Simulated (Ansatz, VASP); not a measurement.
# HfC in VASP and in Ansatz

File INCAR:

```
SYSTEM = HfC
PREC     = Accurate       ! precision mode
ENCUT    = 600            ! plane-wave cutoff, eV
EDIFF    = 1E-6           ! SCF threshold, eV
ISMEAR   = -1             ! smearing method
SIGMA    = 0.05           ! smearing width, eV
LREAL    = .FALSE.        ! projectors in reciprocal space
LASPH    = .TRUE.         ! aspherical terms in the spheres
NELM     = 80             ! most SCF steps
ALGO     = Normal         ! electronic algorithm
ISIF     = 3              ! what is computed and relaxed
LWAVE    = .FALSE.        ! write WAVECAR
LCHARG   = .FALSE.        ! write CHGCAR
GGA      = PS             ! functional
IBRION   = 2              ! ionic algorithm
NSW      = 100            ! ionic steps
EDIFFG   = -0.002         ! ionic threshold
```

File KPOINTS:

```
regular mesh
0
G
  16 16 16
  0 0 0
```

File POSCAR:

```
HfC
1.0
    0.0000000000      2.3250000000      2.3250000000
    2.3250000000      0.0000000000      2.3250000000
    2.3250000000      2.3250000000      0.0000000000
Hf C
1 1
Direct
    0.5000000000      0.5000000000      0.5000000000
    0.0000000000      0.0000000000      0.0000000000
```

Input for Ansatz:

```yaml
crystal:
  lattice:
    - [0.0, 2.325, 2.325]
    - [2.325, 0.0, 2.325]
    - [2.325, 2.325, 0.0]
  atoms:
    - { symbol: Hf, position: [0.5, 0.5, 0.5] }
    - { symbol: C, position: [0.0, 0.0, 0.0] }
kpoints:
  mp_grid: { grid: [16, 16, 16] }
scf:
  occupations: { method: fermi_dirac, width: 0.05 }
hamiltonian:
  xc: pbesol
  pseudopotentials: { kind: paw }
relax:
  f_tol: 0.002
  max_steps: 80
  cell: {}
output:
  forces: true
  stress: true
  write_density: true
  write_potential: true
  elf: true
  volumetric_format: npy
```

Alike in both runs: task relaxation of cell and atoms; functional PBEsol; k mesh 16 × 16 × 16; occupations fermi-dirac, width 0.05 eV; no spin polarisation.

|  | VASP | Ansatz |
| --- | --- | --- |
| version | VASP 6.6.1 | Ansatz 0.2.0 |
| potentials or method | VASP PAW PBE potentials, release 64 (Hf_pv, C) | PAW with Ansatz's default frozen-core files, scalar-relativistic |
| plane-wave cutoff (eV) | 600 | 420 |
| valence electrons in the cell | 14 | 30 |

VASP gave:

```
relaxed volume (Å³/atom)                                        : 12.20
relaxed length of the cell vector where the two differ most in proportion (Å) : 3.256
```

**Question.** Estimate Ansatz's values.

**Answer.** Relaxed volume (Å³/atom): 12.23; relaxed length of the cell vector where the two differ most in proportion (Å): 3.258.

VASP's potentials were made for PBE, not for PBEsol. VASP's potentials hold 14 valence electrons a cell and Ansatz's 30, so a difference there can come from the potentials and not from the codes.

Neither program's run includes spin-orbit coupling.
